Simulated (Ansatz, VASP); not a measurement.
**One calculation of TlCl, two programs**

File POSCAR:

```
TlCl
1.0
    3.9000000000      0.0000000000      0.0000000000
    0.0000000000      3.9000000000      0.0000000000
    0.0000000000      0.0000000000      3.9000000000
Tl Cl
1 1
Direct
    0.0000000000      0.0000000000      0.0000000000
    0.5000000000      0.5000000000      0.5000000000
```

INCAR.step1

```
SYSTEM = TlCl
PREC     = Accurate       ! precision mode
ENCUT    = 400            ! plane-wave cutoff, eV
EDIFF    = 1E-5           ! SCF threshold, eV
ISMEAR   = -1             ! smearing method
SIGMA    = 0.02           ! smearing width, eV
LREAL    = .False.        ! projectors in reciprocal space
LASPH    = .True.         ! aspherical terms in the spheres
NELM     = 120            ! most SCF steps
ALGO     = Normal         ! electronic algorithm
ISIF     = 2              ! what is computed and relaxed
LWAVE    = .True.         ! write WAVECAR
LCHARG   = .False.        ! write CHGCAR
GGA      = PE             ! functional
NBANDS   = 17             ! bands
GGA_COMPAT= .False.
```

File INCAR.step2:

```
SYSTEM = TlCl
PREC     = Accurate       ! precision mode
ENCUT    = 400            ! plane-wave cutoff, eV
EDIFF    = 1E-6           ! SCF threshold, eV
ISMEAR   = -1             ! smearing method
SIGMA    = 0.02           ! smearing width, eV
LREAL    = .False.        ! projectors in reciprocal space
LASPH    = .True.         ! aspherical terms in the spheres
NELM     = 120            ! most SCF steps
ALGO     = Normal         ! electronic algorithm
ISIF     = 2              ! what is computed and relaxed
LWAVE    = .False.        ! write WAVECAR
LCHARG   = .False.        ! write CHGCAR
GGA      = PE             ! functional
LHFCALC  = .True.         ! exact exchange
HFSCREEN = 0.2079         ! screening, 1/A
PRECFOCK = Normal       
ISTART   = 1            
NBANDS   = 17             ! bands
GGA_COMPAT= .False.
```

KPOINTS

```
regular mesh
0
Gamma
  6 6 6
  0 0 0
```

Input for Ansatz:

```yaml
crystal:
  lattice:
    - [3.9, 0, 0]
    - [0, 3.9, 0]
    - [0, 0, 3.9]
  atoms:
    - { symbol: Tl, position: [0, 0, 0] }
    - { symbol: Cl, position: [0.5, 0.5, 0.5] }
kpoints:
  mp_grid: { grid: [6, 6, 6] }
hamiltonian:
  xc: hse06
  pseudopotentials:
    kind: paw
    azcp:
      Cl: "pseudopotentials/pbe/paw/ansatz_paw_generated_hard_1/Cl.paw.azcp"
      Tl: "pseudopotentials/pbe/paw/ansatz_paw_generated_hard_1/Tl.paw.azcp"
scf:
  occupations: { method: fermi_dirac, width: 0.02 }
  convergence: { dr2_threshold: "1e-10 eV" }
  exx: { energy_threshold: "2e-8 eV", singularity: regularized }
  n_bands: 30
output:
  forces: true
  stress: true
  eigenvalues: true
```

Alike in both runs: task single point; functional HSE06; k mesh 6 × 6 × 6; occupations fermi-dirac, width 0.02 eV; no spin polarisation.

```csv
,VASP,Ansatz
version,VASP 6.6.1,Ansatz 0.2.0 development build
potentials or method,"VASP PAW PBE potentials, release 64 (Tl_d, Cl)","plane waves, PAW datasets (generated hard set"
plane-wave cutoff (eV),400,700
valence electrons in the cell,20,28
```

|  | VASP | Ansatz | Ansatz less VASP |
| --- | --- | --- | --- |
| gap on the k mesh at the Fermi level (eV) | 2.99 | 2.99 | 0.000 |

VASP's potentials hold 20 valence electrons a cell and Ansatz's 28, so a difference there can come from the potentials and not from the codes.

Spin-orbit coupling is off throughout.
